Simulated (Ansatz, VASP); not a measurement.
Two plane-wave programs on BaS

```
Ba S
1.0
     3.83376   -0.07418    0.00000
    -0.07418    3.83376    0.00000
     0.00000    0.00000    3.83376
Ba S
1 1
Cartesian
  0.0000 0.0000 0.0000
  1.8798 1.8798 1.9169
```

Change from the starting cell: shear_xy strain -3.9%.

Alike in both runs: task single point; functional PBE; k mesh 6 × 6 × 6; occupations fermi-dirac, width 0.02 eV; no spin polarisation.

|  | VASP | Ansatz |
| --- | --- | --- |
| version | VASP 6.6.1 | Ansatz 0.2.0 |
| potentials or method | VASP PAW PBE potentials, release 64 (Ba_sv, S) | plane waves, PAW |
| plane-wave cutoff (eV) | 500 | 420 |
| valence electrons in the cell | 16 | 16 |

```tsv
	VASP	Ansatz	Ansatz less VASP
gap on the k mesh at the Fermi level (eV)	1.43	1.56	+0.130
pressure (GPa)	1.3	0.4	-0.92
traceless stress, the component that is largest in VASP (GPa)	0.46	0.38	-0.087
```

The functional is the same, so the differences come from potentials, cutoffs and numerics.

Spin-orbit coupling is off throughout.
